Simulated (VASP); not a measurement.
Runs of VASP 6.6.1 on Cu. The structure is that of space group Pm-3m (No. 221), or close to it. The cells are those of the table. 

```tsv
task	potentials or basis	cell	k mesh	cutoff (eV)	second run	gap on the mesh (eV)	pressure (GPa)
single point	VASP PAW LDA potentials, release 64 (Cu)	a = 2.263 Å, 1 atom	15 × 15 × 15	520	-	none	(a)
single point	VASP PAW LDA potentials, release 64 (Cu)	a = 2.295 Å, 1 atom	15 × 15 × 15	520	-	none	7.0
single point	VASP PAW LDA potentials, release 64 (Cu)	a = 2.327 Å, 1 atom	15 × 15 × 15	520	-	none	0.8
single point	VASP PAW LDA potentials, release 64 (Cu)	a = 2.230 Å, 1 atom	15 × 15 × 15	520	-	none	25.3
single point	VASP PAW LDA potentials, release 64 (Cu)	a = 2.416 Å, 1 atom	15 × 15 × 15	520	-	none	(b)
single point	VASP PAW LDA potentials, release 64 (Cu)	a = 2.357 Å, 1 atom	15 × 15 × 15	520	-	none	-4.4
single point	VASP PAW LDA potentials, release 64 (Cu)	a = 2.387 Å, 1 atom	15 × 15 × 15	520	-	none	-8.4
single point	VASP PAW LDA potentials, release 64 (Cu_sv_GW)	a = 2.416 Å, 1 atom	15 × 15 × 15	700	valence_matched	none	-15.8
single point	VASP PAW LDA potentials, release 64 (Cu)	a = 2.327 Å, 1 atom	22 × 22 × 22	520	-	none	0.7
relaxation of cell and atoms	VASP PAW LDA potentials, release 64 (Cu)	relaxed from a = 2.336 Å, 1 atom	13 × 13 × 13	600	-	none	0.1
single point	VASP PAW LDA potentials, release 64 (Cu)	a = 2.327 Å, 1 atom	13 × 13 × 13	520	-	none	0.8
```

Alike in all rows: level LDA; no spin polarisation; smearing fermi-dirac 0.1 eV.

Problem. Estimate the missing entries.

Solution. (a) 15.1; (b) -11.1.

A gap of «none» marks levels without a gap at the run's occupations.

The runs don't all hold the same shells in valence.
